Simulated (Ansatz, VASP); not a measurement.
# BN in VASP and in Ansatz

```xyz
2
Lattice="0.0000 1.8048 1.8048 1.8048 0.0000 1.8048 1.8048 1.8048 0.0000" Properties=species:S:1:pos:R:3 pbc="T T T"
B     0.0000    0.0000   -0.1500
N     2.7072    2.7072    2.7072
```

Change from the starting cell: all B atoms moved -0.150 Å, as atom 1 along Cartesian [0 0 1].

Alike in both runs: task single point; functional r2SCAN; k mesh 12 × 12 × 12; occupations gaussian, width 0.05 eV; no spin polarisation.

|  | VASP | Ansatz |
| --- | --- | --- |
| version | VASP 6.6.1 | Ansatz 0.2.0 |
| potentials or method | VASP PAW PBE potentials, release 64 (B, N), cutoff 520 eV | scalar-relativistic, plane waves, PAW |
| valence electrons in the cell | 8 | 8 |

```csv
,VASP,Ansatz,Ansatz less VASP
gap on the k mesh at the Fermi level (eV),3.64,3.65,+0.011
least direct gap on the mesh (eV),7.89,7.89,-0.001
pressure (GPa),7.7,6.7,-1.00
"traceless stress, the component that is largest in VASP (GPa)",2.34,1.90,-0.441
rms of the force components (eV/Å),2.018,2.017,-0.0016
```

VASP's potentials were made for PBE, not for r2SCAN. Atom by atom the forces differ by 0.002 eV/Å (rms over components). The functional is the same, so the differences come from potentials, cutoffs and numerics.
